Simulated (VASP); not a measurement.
Crystal: GaSb.

```
Ga Sb
1.0
     0.00000    3.06588    2.94324
     3.06588    0.00000    2.94324
     3.06588    3.06588    0.00000
Ga Sb
1 1
Direct
  0.00000 0.00000 0.00000
  0.25000 0.25000 0.25000
```

This cell differs from its parent crystal: uniaxial z strain -4.0%.

Base run:

* Program: VASP 6.6.1
* Functional: PBE
* Potentials or basis: VASP PAW PBE potentials, release 64 (Ga_d, Sb)
* Cutoff: 520 eV
* k mesh: 8 × 8 × 8
* Occupations: fermi-dirac, width 0.02 eV
* Spin: no spin polarisation

Its results: band gap on the k mesh 0.12 eV, direct; pressure 4.4 GPa.

Question: The run is repeated on the same cell with these changes: functional from PBE to r2SCAN. What comes out?

Answer: Band gap on the k mesh 0.54 eV, direct; pressure 2.5 GPa.

r2SCAN gives the wider gap, since meta-GGAs in the generalised Kohn-Sham scheme recover part of the derivative discontinuity.

Caveats: spin-orbit coupling is left out, which moves the levels of the heavy elements; the PAW data sets were made with another functional, which shifts forces and pressure a little (some runs).

A k mesh can miss the band edges.
